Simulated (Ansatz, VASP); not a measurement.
Two plane-wave programs on Al2Cu

The input INCAR:

```
SYSTEM = Al2Cu
  ALGO = Fast
  EDIFF = 1E-6
  ENCUT = 520
  GGA = PS
  ISIF = 2
  ISMEAR = 0
  LASPH = .TRUE.
  LCHARG = .FALSE.
  LREAL = .FALSE.
  LWAVE = .FALSE.
  NBANDS = 16
  NELM = 80
  PREC = Accurate
  SIGMA = 0.15
```

KPOINTS

```
k-points
0
G
  14 14 14
  0 0 0
```

POSCAR

```
Al2Cu
1.0
   -2.0246107077      2.0246107077      2.8631594530
    2.0246107077     -2.0246107077      2.8631594530
    2.0246107077      2.0246107077     -2.8631594530
Al Cu
2 1
Direct
    0.7500000000      0.2122803870      0.4622803870
    0.2500000000      0.7122803870      0.4622803870
    0.5000000000      0.5320313848      0.0320313848
```

Input for Ansatz:

```yaml
crystal:
  lattice:
    - [-2.0246107077, 2.0246107077, 2.863159453]
    - [2.0246107077, -2.0246107077, 2.863159453]
    - [2.0246107077, 2.0246107077, -2.863159453]
  atoms:
    - { symbol: Al, position: [0.75, 0.212280387, 0.462280387] }
    - { symbol: Al, position: [0.25, 0.712280387, 0.462280387] }
    - { symbol: Cu, position: [0.5, 0.5320313848, 0.0320313848] }
basis:
  ecutwfc: 520.0
kpoints:
  mp_grid: { grid: [14, 14, 14] }
hamiltonian:
  xc: pbesol
  pseudopotentials: { kind: paw, azcp: { folder: soft_1 } }
scf:
  occupations: { method: gaussian, width: 0.15 }
output:
  forces: true
  stress: true
  eigenvalues: true
```

Change from the starting cell: mode 4 frozen in at -0.108 Å and mode 5 at -0.108 Å (largest displacements).

Alike in both runs: task single point; functional PBEsol; k mesh 14 × 14 × 14; occupations gaussian, width 0.15 eV; no spin polarisation.

```csv
,VASP,Ansatz
version,VASP 6.6.1,Ansatz 0.2.0
potentials or method,"VASP PAW PBE potentials, release 64 (Al, Cu), cutoff 520 eV","scalar-relativistic, plane waves, PAW"
valence electrons in the cell,17,25
```

Ansatz gave:

| Item | Value |
| --- | --- |
| gap on the k mesh at the Fermi level (eV) | none |
| pressure (GPa) | 3.1 |
| traceless stress, the component that is largest in VASP (GPa) | -3.68 |
| rms of the force components (eV/Å) | 0.994 |

Question: Which values does VASP return?

Answer: gap on the k mesh at the Fermi level (eV): none; pressure (GPa): 3.2; traceless stress, the component that is largest in VASP (GPa): -3.69; rms of the force components (eV/Å): 0.996.

VASP's potentials were made for PBE, not for PBEsol, and Ansatz warns of the same on its side. Atom by atom the forces differ by 0.001 eV/Å (rms over components). A gap of «none» marks a metal or a gap that the smearing closes. The functional is the same, so the differences come from potentials, cutoffs and numerics. VASP's potentials hold 17 valence electrons a cell and Ansatz's 25, so a difference there can come from the potentials and not from the codes.
